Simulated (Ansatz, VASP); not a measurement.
**Two plane-wave programs on SnTe**

```xyz
2
Lattice="0.0000 3.1509 3.1509 3.1509 0.0000 3.1509 3.1509 3.1509 0.0000" Properties=species:S:1:pos:R:3 pbc="T T T"
Te    3.1509    3.1509    3.1509
Sn    0.0000    0.0000    0.0000
```

Alike in both runs: functional r2SCAN; k mesh 7 × 7 × 7; occupations fermi-dirac, width 0.05 eV; non-collinear spin, spin-orbit coupling.

|  | VASP | Ansatz |
| --- | --- | --- |
| version | VASP 6.6.1 | Ansatz 0.2.0 |
| potentials or method | VASP PAW PBE potentials, release 64 (Te, Sn_d) | Ansatz PAW |
| plane-wave cutoff (eV) | 520 | 500 |
| valence electrons in the cell | 20 | 30 |
| task | single point | band structure |

|  | VASP | Ansatz | Ansatz less VASP |
| --- | --- | --- | --- |
| pressure (GPa) | 1.5 | 1.5 | -0.02 |
| net moment per atom (μB) | 0.00 | 0.00 | 0.000 |

VASP's potentials were made for PBE, not for r2SCAN. The functional is the same, so the differences come from potentials, cutoffs and numerics. VASP's potentials hold 20 valence electrons a cell and Ansatz's 30, so a difference there can come from the potentials and not from the codes.
